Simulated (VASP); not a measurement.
Write the native input for VASP 6.6.1 that does the following.

- Task: single point
- Functional: PBE
- Potentials or basis: VASP PAW PBE potentials, release 64 (Mg, Hf_pv, C)
- Cutoff: 520 eV
- k mesh: 4 × 4 × 4
- Occupations: gaussian, width 0.1 eV
- Spin: no spin polarisation
- Dipole correction: no
- Further INCAR settings: ALGO = Normal; EDIFF = 1e-06; NBANDS = 19

The structure of HfMg2C2 lies in POSCAR:

```
HfMg2C2
1.0
    3.6644207733      0.0000000000      0.0000000000
    0.0000000000      3.6644207733      0.0000000000
    0.0000000000      0.0000000000      5.4793282601
Mg Hf C
2 1 2
Direct
    0.0000000000      0.0000000000      0.0000000000
    0.5000000000      0.5000000000      0.0000000000
    0.5000000000      0.5000000000      0.5000000000
    0.5000000000      0.0000000000      0.7479978303
    0.0000000000      0.5000000000      0.2520021697
```

This cell differs from its parent crystal: atoms taken out.

These files were run (other wordings do the same):

INCAR

```
SYSTEM = HfMg2C2
PREC = Accurate
ENCUT = 520
EDIFF = 1E-6
ISMEAR = 0
SIGMA = 0.1
LREAL = .FALSE.
LASPH = .TRUE.
NELM = 60
ALGO = Normal
ISIF = 2
LWAVE = .FALSE.
LCHARG = .FALSE.
GGA = PE
NBANDS = 19
```

KPOINTS

```
Automatic mesh
0
G
  4 4 4
  0 0 0
```

Potentials or basis: VASP PAW PBE potentials, release 64 (Mg, Hf_pv, C).

Launch:

```sh
$ cat potpaw_PBE.64/Mg/POTCAR potpaw_PBE.64/Hf_pv/POTCAR potpaw_PBE.64/C/POTCAR > POTCAR
$ mpirun -np 1 vasp_std > vasp.out
```

It gave:

```json
{
 "Pressure": "-0.4 GPa",
 "Largest force": "0.016 eV/Å",
 "Band gap on the k mesh": "0.56 eV (least direct gap 0.61 eV)"
}
```

Caveat: the k points lie up to 0.43 Å⁻¹ apart; the cell differs from its parent crystal (atoms taken out); spin-orbit coupling is left out, which moves the levels of the heavy elements.

It took 31 s on 1 thread of Oxide Virtual Turin-like Processor, on a shared host, peak memory 0.15 GiB.
